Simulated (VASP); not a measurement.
# In3Se (Pm-3m) in VASP: further runs

In3Se is run at these levels: PBE; tasks: single point.

Program: VASP 6.6.1. These are calculated values, not measurements. Logs are shortened: lines on timing, memory, paths and dates and some standing lists are left out, and cuts for length are marked.

## 1. The cell of the first run

It takes space group Pm-3m (No. 221, cubic). The conventional cell has a = 4.647 Å, b = 4.647 Å, c = 4.647 Å, α = 90.00°, β = 90.00°, γ = 90.00°. Within 4.3 Å of In (site symmetry 4/mmm) lie 8 In at 3.29 Å and 4 Se at 3.29 Å. Within 4.3 Å of Se (site symmetry m-3m) lie 12 In at 3.29 Å.

## 2. Single point, PBE (strain -0.030 along x and y, -0.030 along z)

File INCAR:

```
ALGO = Normal
EDIFF = 1E-6
ENCUT = 520
GGA = PE
ISIF = 2
ISMEAR = 0
LASPH = T
LCHARG = F
LREAL = F
LWAVE = F
NBANDS = 30
NELM = 60
PREC = Accurate
SIGMA = 0.15
```

File KPOINTS:

```
k-points
0
Gamma
  10 10 10
```

File POSCAR:

```
In3Se
1.0
    4.6467292756      0.0000000000      0.0000000000
    0.0000000000      4.6467292756      0.0000000000
    0.0000000000      0.0000000000      4.6467292756
In Se
3 1
Direct
    0.0000000000      0.5000000000      0.5000000000
    0.5000000000      0.0000000000      0.5000000000
    0.5000000000      0.5000000000      0.0000000000
    0.0000000000      0.0000000000      0.0000000000
```

Potentials or basis: VASP PAW PBE potentials, release 64 (In_d, Se).

Run with:

```bash
cat potpaw_PBE.64/In_d/POTCAR potpaw_PBE.64/Se/POTCAR > POTCAR
mpirun -np 1 vasp_std > vasp.out
```

OUTCAR:

```text
EDIFF = 1E-6
   ENCUT = 520
   GGA = PE
   ISIF = 2
   ISMEAR = 0
   LASPH = T
   LREAL = F
   NELM = 60
   PREC = Accurate

 ion  position               nearest neighbor table
   1  0.000  0.500  0.500-   2 3.29   3 3.29   4 3.29   3 3.29   4 3.29   2 3.29   4 3.29   4 3.29
                             2 3.29   3 3.29   3 3.29   2 3.29
   2  0.500  0.000  0.500-   1 3.29   3 3.29   4 3.29   3 3.29   4 3.29   1 3.29   3 3.29   3 3.29
                             1 3.29   4 3.29   4 3.29   1 3.29
   3  0.500  0.500  0.000-   1 3.29   2 3.29   4 3.29   1 3.29   2 3.29   2 3.29   4 3.29   2 3.29
                             1 3.29   4 3.29   1 3.29   4 3.29
   4  0.000  0.000  0.000-   1 3.29   2 3.29   3 3.29   1 3.29   2 3.29   1 3.29   3 3.29   1 3.29
                             2 3.29   3 3.29   2 3.29   3 3.29

  LATTYP: Found a simple cubic cell.
 ALAT       =     4.6467292756

  Lattice vectors:

 A1 = (   4.6467292756,   0.0000000000,   0.0000000000)
 A2 = (   0.0000000000,   4.6467292756,   0.0000000000)
 A3 = (   0.0000000000,   0.0000000000,   4.6467292756)

Analysis of symmetry for initial positions (statically):
=====================================================================
 Subroutine PRICEL returns:
 Original cell was already a primitive cell.

 Routine SETGRP: Setting up the symmetry group for a
 simple cubic supercell.

 Subroutine GETGRP returns: Found 48 space group operations
 (whereof 48 operations were pure point group operations)
 out of a pool of 48 trial point group operations.

The static configuration has the point symmetry O_h .

Analysis of symmetry for dynamics (positions and initial velocities):
=====================================================================
 Subroutine PRICEL returns:
 Original cell was already a primitive cell.

 Routine SETGRP: Setting up the symmetry group for a
 simple cubic supercell.

 Subroutine GETGRP returns: Found 48 space group operations
 (whereof 48 operations were pure point group operations)
 out of a pool of 48 trial point group operations.

The dynamic configuration has the point symmetry O_h .

 Subroutine INISYM returns: Found 48 space group operations
 (whereof 48 operations are pure point group operations),
 and found     1 'primitive' translations

----------------------------------------------------------------------------------------

                                     Primitive cell

  volume of cell :     100.3326

  direct lattice vectors                    reciprocal lattice vectors
     4.646729276  0.000000000  0.000000000     0.215205135  0.000000000  0.000000000
     0.000000000  4.646729276  0.000000000     0.000000000  0.215205135  0.000000000
     0.000000000  0.000000000  4.646729276     0.000000000  0.000000000  0.215205135

  length of vectors
     4.646729276  4.646729276  4.646729276     0.215205135  0.215205135  0.215205135

  position of ions in fractional coordinates (direct lattice)
     0.000000000  0.500000000  0.500000000
     0.500000000  0.000000000  0.500000000
     0.500000000  0.500000000  0.000000000
     0.000000000  0.000000000  0.000000000

  ion indices of the primitive-cell ions
   primitive index   ion index
                 1           1
                 2           2
                 3           3
                 4           4

----------------------------------------------------------------------------------------

 KPOINTS: k-points

Automatic generation of k-mesh.
 Grid dimensions read from file:
 generate k-points for:   10   10   10

 Generating k-lattice:

  Cartesian coordinates                     Fractional coordinates (reciprocal lattice)
     0.021520513  0.000000000  0.000000000     0.100000000  0.000000000  0.000000000
     0.000000000  0.021520513  0.000000000     0.000000000  0.100000000  0.000000000
     0.000000000  0.000000000  0.021520513     0.000000000  0.000000000  0.100000000

  Length of vectors
     0.021520513  0.021520513  0.021520513

  Shift w.r.t. Gamma in fractional coordinates (k-lattice)
     0.000000000  0.000000000  0.000000000

 Subroutine IBZKPT returns following result:
 ===========================================

 Found     56 irreducible k-points:

 Following reciprocal coordinates:
            Coordinates               Weight
  0.000000  0.000000  0.000000      1.000000
  0.100000  0.000000  0.000000      6.000000
  0.200000  0.000000  0.000000      6.000000
  0.300000  0.000000  0.000000      6.000000
  0.400000  0.000000  0.000000      6.000000
  0.500000  0.000000  0.000000      3.000000
[... 16 lines left out ...]
  0.200000  0.100000  0.100000     24.000000
  0.300000  0.100000  0.100000     24.000000
 [... further k-points ...]
   k-points           NKPTS =     56   k-points in BZ     NKDIM =     56   number of bands    NBANDS=     30
   number of dos      NEDOS =    301   number of ions     NIONS =      4
   total plane-waves  NPLWV =  46656
   dimension x,y,z NGX =    36 NGY =   36 NGZ =   36
   dimension x,y,z NGXF=    72 NGYF=   72 NGZF=   72
   ions per type =               3   1
   NGX,Y,Z   is equivalent  to a cutoff of  12.88, 12.88, 12.88 a.u.
   NGXF,Y,Z  is equivalent  to a cutoff of  25.76, 25.76, 25.76 a.u.
 SYSTEM =  unknown system
   PREC   = accura    normal or accurate (medium, high low for compatibility)
   ISTART =      0    job   : 0-new  1-cont  2-samecut
   ICHARG =      2    charge: 1-file 2-atom 10-const
   ISPIN  =      1    spin polarized calculation?
   LNONCOLLINEAR =      F non collinear calculations
   LSORBIT =      F    spin-orbit coupling
   LASPH  =      T    aspherical Exc in radial PAW
   ENCUT  =  520.0 eV  38.22 Ry    6.18 a.u.   8.64  8.64  8.64*2*pi/ulx,y,z
   NELM   =     60;   NELMIN=  2; NELMDL= -5     # of ELM steps
   EDIFF  = 0.1E-05   stopping-criterion for ELM
   LREAL  =      F    real-space projection
   EDIFFG = 0.1E-04   stopping-criterion for IOM
   NSW    =      0    number of steps for IOM
   IBRION =     -1    ionic relax: 0-MD 1-quasi-New 2-CG
   NFREE  =      0    steps in history (QN), initial steepest desc. (CG)
   ISIF   =      2    stress and relaxation
   ISYM   =      2    0-nonsym 1-usesym 2-fastsym
   POTIM  = 0.5000    time-step for ionic-motion
   TEBEG  =    0.0;   TEEND  =   0.0 temperature during run
   PSTRESS=    0.0 pullay stress
   NELECT =      45.0000    total number of electrons
   NUPDOWN=      -1.0000    fix difference up-down
   EMIN   =  10.00;   EMAX   =-10.00  energy-range for DOS
   EFERMI =   0.00;   METHOD = LEGACY
   ISMEAR =     0;   SIGMA  =   0.15  broadening in eV -4-tet -1-fermi 0-gaus
   EFERMI_NEDOS =   21; number of points for ismear=-14 and -15
   IALGO  =     38    algorithm
   IMIX   =      4    mixing-type and parameters
     AMIX     =   0.40;   BMIX     =  1.00
     AMIX_MAG =   1.60;   BMIX_MAG =  1.00
  volume/ion in A,a.u.               =      25.08       169.27
  Fermi-wavevector in a.u.,A,eV,Ry     =   1.253136  2.368084 21.365916  1.570350
  Thomas-Fermi vector in A             =   2.387003
   LORBIT       =      0    0 simple, 1 ext, 2 COOP (PROOUT), +10 PAW based schemes
   GGA     = PE    functional components
   LHFCALC =     F    Hartree Fock is set to
   AEXX    =    0.0000 exact exchange contribution
   IVDW    =     0    specifies the selected vdW correction
   LEPSILON=     F    determine dielectric tensor
   LRPA    =     F    only Hartree local field effects (RPA)
 non-spin polarized calculation
 Gauss-broadening in eV      SIGMA  =   0.15
  energy-cutoff  :      520.00
  volume of cell :      100.33
 maximum number of plane-waves:      2730
 NGX is ok and might be reduce to    36
   NGX = 17   NGY = 17   NGZ = 17

 number of electron      44.9999960 magnetization

 Free energy of the ion-electron system (eV)
  ---------------------------------------------------
  ext. energy  EPLUGINS =         0.00000000
  ---------------------------------------------------
  free energy    TOTEN  =       -11.58557102 eV

  energy without entropy =      -11.56622967  energy(sigma->0) =      -11.57590034

 E-fermi :   7.0047     XC(G=0): -10.2077

 val. band max:        6.9889751078   @ k =   0.4000   0.0000   0.0000
 cond. band min:       7.0226468603   @ k =   0.4000   0.3000   0.1000
 fundamental gap:      0.0336717525
 Fermi energy:         7.0046594553

 k-point     1 :       0.0000    0.0000    0.0000
  band No.  band energies     occupation
      1      -7.8964      2.00000
      2      -7.8643      2.00000
      3      -7.8643      2.00000
      4      -7.8643      2.00000
      5      -7.7155      2.00000
      6      -7.7155      2.00000
[... 22 lines left out ...]
     29      12.5785      0.00000
     30      14.0767      0.00000

 k-point     2 :       0.1000    0.0000    0.0000
  band No.  band energies     occupation
      1      -7.8844      2.00000
      2      -7.8621      2.00000
      3      -7.8529      2.00000
      4      -7.8529      2.00000
      5      -7.7139      2.00000
      6      -7.7076      2.00000
[... 22 lines left out ...]
     29      12.8695      0.00000
     30      14.1198      0.00000

 k-point     3 :       0.2000    0.0000    0.0000
  band No.  band energies     occupation
      1      -7.8561      2.00000
      2      -7.8503      2.00000
      3      -7.8197      2.00000
      4      -7.8197      2.00000
      5      -7.7095      2.00000
      6      -7.6852      2.00000
[... 22 lines left out ...]
     29      13.5165      0.00000
     30      14.2460      0.00000

 k-point     4 :       0.3000    0.0000    0.0000
  band No.  band energies     occupation
      1      -7.8484      2.00000
      2      -7.8004      2.00000
      3      -7.7674      2.00000
      4      -7.7674      2.00000
      5      -7.7031      2.00000
      6      -7.6525      2.00000
[... 616 lines left out ...]
     29      13.1696      0.00000
     30      14.1384      0.00000

 k-point    23 :       0.2000    0.1000    0.1000
  band No.  band energies     occupation
      1      -7.8483      2.00000
      2      -7.8274      2.00000
      3      -7.8087      2.00000
      4      -7.8027      2.00000
      5      -7.6959      2.00000
      6      -7.6767      2.00000
[... 22 lines left out ...]
     29      13.1205      0.00000
     30      13.7255      0.00000

 k-point    24 :       0.3000    0.1000    0.1000
  band No.  band energies     occupation
      1      -7.8326      2.00000
      2      -7.7948      2.00000
      3      -7.7638      2.00000
      4      -7.7493      2.00000
      5      -7.6897      2.00000
      6      -7.6422      2.00000
[... 22 lines left out ...]
     29      12.2497      0.00000
     30      14.3564      0.00000

 [... further k-points ...]
[... 5 lines left out ...]
  --------------------------------------------------------------------------------------
  -------------------------------------------------------------------------------------
  Total        2.3732289      2.3732289      2.3732289      0.0000000      0.0000000     -0.0000000
  in kB       37.8972857     37.8972857     37.8972857      0.0000000      0.0000000     -0.0000000
  external PRESSURE =      37.8972857 kB  Pullay stress =       0.0000000 kB

 VOLUME and BASIS-vectors are now :
 -----------------------------------------------------------------------------
  energy-cutoff  :      520.00
  volume of cell :      100.33
      direct lattice vectors                 reciprocal lattice vectors
     4.646729276  0.000000000  0.000000000     0.215205135  0.000000000  0.000000000
     0.000000000  4.646729276  0.000000000     0.000000000  0.215205135  0.000000000
     0.000000000  0.000000000  4.646729276     0.000000000  0.000000000  0.215205135

 POSITION                                       TOTAL-FORCE (eV/Angst)
 -----------------------------------------------------------------------------------
      0.00000      2.32336      2.32336         0.000000      0.000000      0.000000
      2.32336      0.00000      2.32336         0.000000      0.000000      0.000000
      2.32336      2.32336      0.00000         0.000000      0.000000      0.000000
      0.00000      0.00000      0.00000         0.000000      0.000000      0.000000
 -----------------------------------------------------------------------------------
    total drift:                                0.000000      0.000000      0.000000

  FREE ENERGIE OF THE ION-ELECTRON SYSTEM (eV)
  ---------------------------------------------------
  free  energy   TOTEN  =       -11.5855710191 eV

  energy  without entropy=      -11.5662296691  energy(sigma->0) =      -11.57590034
```

Run time: 57 s. Hardware: 1 thread of Intel Xeon 6975P-C (Granite Rapids), shared host; peak memory 0.28 GiB.

What came out:

| Quantity | Value |
| --- | --- |
| Free energy | -11.5856 eV |
| Pressure | 3.8 GPa |

Levels at points of the mesh, in eV from the Fermi level:
```csv
k point,band 19,band 20,band 21,band 22,band 23,band 24,band 25,band 26
"(0.00, 0.00, 0.00)",-3.66,-3.66,-2.03,-2.03,1.21,1.21,1.21,4.46
"(0.50, 0.00, 0.00)",-2.73,-2.73,-1.31,-1.11,-0.21,-0.21,1.29,4.09
"(0.50, 0.50, 0.00)",-6.02,-2.17,-0.96,-0.55,-0.55,1.65,1.78,1.78
"(0.50, 0.50, 0.50)",-4.67,-4.38,-4.38,-4.38,-3.55,3.35,3.35,3.35
```

Caveat: the cell differs from its parent crystal (strain -0.030 along x and y, -0.030 along z); spin-orbit coupling is left out, which moves the levels of the heavy elements.

## 3. Single point, PBE (strain +0.030 along x and y, +0.030 along z)

File INCAR:

```
PREC     = Accurate       # precision mode
ENCUT    = 520            # plane-wave cutoff, eV
EDIFF    = 1E-6           # SCF threshold, eV
ISMEAR   = 0              # smearing method
SIGMA    = 0.15           # smearing width, eV
LREAL    = F              # projectors in reciprocal space
LASPH    = T              # aspherical terms in the spheres
NELM     = 60             # most SCF steps
ALGO     = Normal         # electronic algorithm
ISIF     = 2              # what is computed and relaxed
LWAVE    = F              # write WAVECAR
LCHARG   = F              # write CHGCAR
GGA      = PE             # functional
NBANDS   = 30             # bands
```

File KPOINTS:

```
regular mesh
0
Gamma
  10 10 10
```

File POSCAR:

```
In3Se
1.0
    4.9341558288      0.0000000000      0.0000000000
    0.0000000000      4.9341558288      0.0000000000
    0.0000000000      0.0000000000      4.9341558288
In Se
3 1
Direct
    0.0000000000      0.5000000000      0.5000000000
    0.5000000000      0.0000000000      0.5000000000
    0.5000000000      0.5000000000      0.0000000000
    0.0000000000      0.0000000000      0.0000000000
```

Potentials or basis: VASP PAW PBE potentials, release 64 (In_d, Se).

Run with:

```bash
cat potpaw_PBE.64/In_d/POTCAR potpaw_PBE.64/Se/POTCAR > POTCAR
mpirun -np 1 vasp_std > vasp.out
```

It took 82 s on 1 thread of Intel Xeon 6975P-C (Granite Rapids), shared host; peak memory 0.34 GiB.

The run converged. Its results:

```yaml
Free_energy: -11.6058 eV
Pressure: -2.5 GPa
```

Levels at points of the mesh, in eV from the Fermi level:
| k point | band 18 | band 19 | band 20 | band 21 | band 22 | band 23 | band 24 | band 25 | band 26 | band 27 |
| --- | --- | --- | --- | --- | --- | --- | --- | --- | --- | --- |
| (0.00, 0.00, 0.00) | -2.90 | -2.90 | -2.90 | -2.35 | -2.35 | 1.11 | 1.11 | 1.11 | 4.02 | 4.02 |
| (0.50, 0.00, 0.00) | -4.83 | -2.17 | -2.17 | -1.92 | -0.94 | 0.04 | 0.04 | 1.54 | 3.37 | 3.56 |
| (0.50, 0.50, 0.00) | -5.54 | -5.41 | -1.73 | -0.76 | -0.76 | -0.69 | 1.22 | 1.82 | 1.83 | 1.83 |
| (0.50, 0.50, 0.50) | -4.27 | -4.27 | -3.71 | -3.71 | -3.71 | -2.87 | 2.79 | 2.79 | 2.79 | 7.42 |

Caveat: the cell differs from its parent crystal (strain +0.030 along x and y, +0.030 along z); spin-orbit coupling is left out, which moves the levels of the heavy elements.
